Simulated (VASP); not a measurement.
Write the native input for VASP 6.6.1 that does the following.

| Item | Value |
| --- | --- |
| Task | single point |
| Functional | PBE |
| Potentials or basis | VASP PAW PBE potentials, release 64 (Sc_sv, As) |
| Cutoff | 520 eV |
| k mesh | 4 × 4 × 4 |
| Occupations | gaussian, width 0.1 eV |
| Spin | no spin polarisation |
| Dipole correction | no |
| Further INCAR settings | ALGO = Fast; EDIFF = 1e-07; NBANDS = 27 |

The structure of Sc3As lies in POSCAR:

```
Sc3As
1.0
   -2.8672035062      2.8672035062      2.8672035062
    2.8672035062     -2.8672035062      2.8672035062
    2.8672035062      2.8672035062     -2.8672035062
Sc As
3 1
Direct
    0.0000000000      0.5000000000      0.5000000000
    0.5000000000      0.0000000000      0.5000000000
    0.5000000000      0.5000000000      0.0000000000
    0.0000000000      0.0000000000      0.0000000000
```

The cell was generated, and may not be a known phase.

One way to write it, as run:

INCAR

```
ALGO = Fast ; EDIFF = 1E-7
ENCUT = 520 ; GGA = PE
ISIF = 2 ; ISMEAR = 0
LASPH = True ; LCHARG = True
LELF = True ; LREAL = False
LVHAR = True ; LWAVE = False
NBANDS = 27 ; NELM = 60
PREC = Accurate ; SIGMA = 0.1
```

KPOINTS

```
k-points
0
Gamma
  4 4 4
```

Potentials or basis: VASP PAW PBE potentials, release 64 (Sc_sv, As).

Launch:

```bash
$ cat potpaw_PBE.64/Sc_sv/POTCAR potpaw_PBE.64/As/POTCAR > POTCAR
$ mpirun -np 1 vasp_std > vasp.out
```

It gave:

```json
{"Pressure": "0.3 GPa", "Band gap on the k mesh": "zero (bands 19 and 20 overlap by 1.59 eV)"}
```

Caveat: the k points lie up to 0.39 Å⁻¹ apart, too coarse for converged energies and pressures of a metal.

Wall time 70 s on 1 thread of Oxide Virtual Turin-like Processor, with other jobs on the host, peak memory 0.18 GiB.
